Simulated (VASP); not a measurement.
## Au: single point with PBE

Au:

```
Au
1.0
    -1.65727    1.65727    1.65727
     1.65727   -1.65727    1.65727
     1.65727    1.65727   -1.65727
Au
1
Direct
  0.00000 0.00000 0.00000
```

```yaml
Program: VASP 6.6.1
Task: single point
Functional: PBE
Potentials_or_basis: VASP PAW PBE potentials, release 64 (Au)
Cutoff: 520 eV
k_mesh: 15 × 15 × 15
Occupations: methfessel-paxton, width 0.05 eV
Spin: no spin polarisation
```

```yaml
Pressure: -1.5 GPa
```

Levels at points of the mesh, in eV from the Fermi level:
| k point | band 2 | band 3 | band 4 | band 5 | band 6 | band 7 | band 8 | band 9 | band 10 | band 11 |
| --- | --- | --- | --- | --- | --- | --- | --- | --- | --- | --- |
| (0.00, 0.00, 0.00) | -4.42 | -4.42 | -4.42 | -2.68 | -2.68 | 16.59 | 16.59 | 16.59 | 23.25 | 23.25 |

It took 29 s on 1 thread of Intel(R) Xeon(R) Platinum 8375C CPU @ 2.90GHz (Ice Lake), on a shared host, peak memory 0.16 GiB.

Caveat: spin-orbit coupling is left out, which moves the levels of the heavy elements.
